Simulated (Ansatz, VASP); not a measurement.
# WS2: VASP beside Ansatz

```
CELL_PARAMETERS angstrom
3.18000 0.00000 0.00000
-1.59000 2.75396 0.00000
0.00000 0.00000 12.50000
ATOMIC_POSITIONS crystal
W 0.33333 0.66667 0.25000
W 0.66667 0.33333 0.75000
S 0.33333 0.66667 0.62500
S 0.66667 0.33333 0.12500
S 0.33333 0.66667 0.87500
S 0.66667 0.33333 0.37500
```

Alike in both runs: task single point; functional r2SCAN; k mesh 9 × 9 × 2; no spin polarisation.

```csv
,VASP,Ansatz
version,VASP 6.6.1,Ansatz 0.2.0
potentials or method,"VASP PAW PBE potentials, release 64 (W_sv, S)","scalar-relativistic, plane waves, PAW"
plane-wave cutoff (eV),520,500
occupations,"gaussian, width 0.01 eV",fixed
valence electrons in the cell,52,52
```

```csv
,VASP,Ansatz,Ansatz less VASP
gap on the k mesh at the Fermi level (eV),1.26,1.25,-0.016
least direct gap on the mesh (eV),1.87,1.86,-0.003
```

VASP's potentials were made for PBE, not for r2SCAN.

Spin-orbit coupling is off throughout.
